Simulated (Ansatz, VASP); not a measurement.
This is a calculation of Sn3Se for Ansatz 0.2.0.

input.yaml

```yaml
crystal:
  lattice:
    - [4.8348806308, 0.0, 0.0]
    - [0.0, 4.8348806308, 0.0]
    - [0.0, 0.0, 4.8348806308]
  atoms:
    - { symbol: Sn, position: [0.5, 0.5, 0.0] }
    - { symbol: Sn, position: [0.5, 0.0, 0.5] }
    - { symbol: Sn, position: [0.0, 0.5, 0.5] }
    - { symbol: Se, position: [0.0, 0.0, 0.0] }
hamiltonian:
  xc: pbe
  pseudopotentials: { kind: paw }
kpoints:
  mp_grid: { grid: [6, 6, 6] }
scf:
  occupations: { method: fermi_dirac, width: 0.05 }
output:
  forces: true
  stress: true
  eigenvalues: true
```

Potentials or basis: Ansatz PAW.

Launch:

```console
$ ansatz run input.yaml --threads 2 --pin off --max-ram 5120MiB --backend cpu --events-out ev --progress --plain --runs-dir out
```

Task: Set up the same calculation for VASP 6.6.1. Potentials there: VASP PAW PBE potentials, release 64 (Sn_d, Se).

Result: As run (the cutoff follows the program's own potentials):

File INCAR:

```
PREC = Accurate
ENCUT = 520
EDIFF = 1E-6
ISMEAR = -1
SIGMA = 0.05
LREAL = F
LASPH = T
NELM = 60
ALGO = Normal
ISIF = 2
LWAVE = F
LCHARG = F
GGA = PE
NBANDS = 32
```

Contents of KPOINTS:

```
regular mesh
0
Gamma
  6 6 6
```

Contents of POSCAR:

```
Sn3Se
1.0
    4.8348806308      0.0000000000      0.0000000000
    0.0000000000      4.8348806308      0.0000000000
    0.0000000000      0.0000000000      4.8348806308
Sn Se
3 1
Direct
    0.5000000000      0.5000000000      0.0000000000
    0.5000000000      0.0000000000      0.5000000000
    0.0000000000      0.5000000000      0.5000000000
    0.0000000000      0.0000000000      0.0000000000
```

Potentials or basis: VASP PAW PBE potentials, release 64 (Sn_d, Se).

Launch:

```console
$ cat potpaw_PBE.64/Sn_d/POTCAR potpaw_PBE.64/Se/POTCAR > POTCAR
$ mpirun -np 1 vasp_std > vasp.out
```

Both were run:

|  | VASP | Ansatz | Ansatz less VASP |
| --- | --- | --- | --- |
| gap on the k mesh at the Fermi level (eV) | none | none | - |
| pressure (GPa) | -2.3 | -2.2 | +0.04 |

A gap of «none» marks a metal or a gap that the smearing closes. VASP's potentials hold 48 valence electrons a cell and Ansatz's 58, so a difference there can come from the potentials and not from the codes.
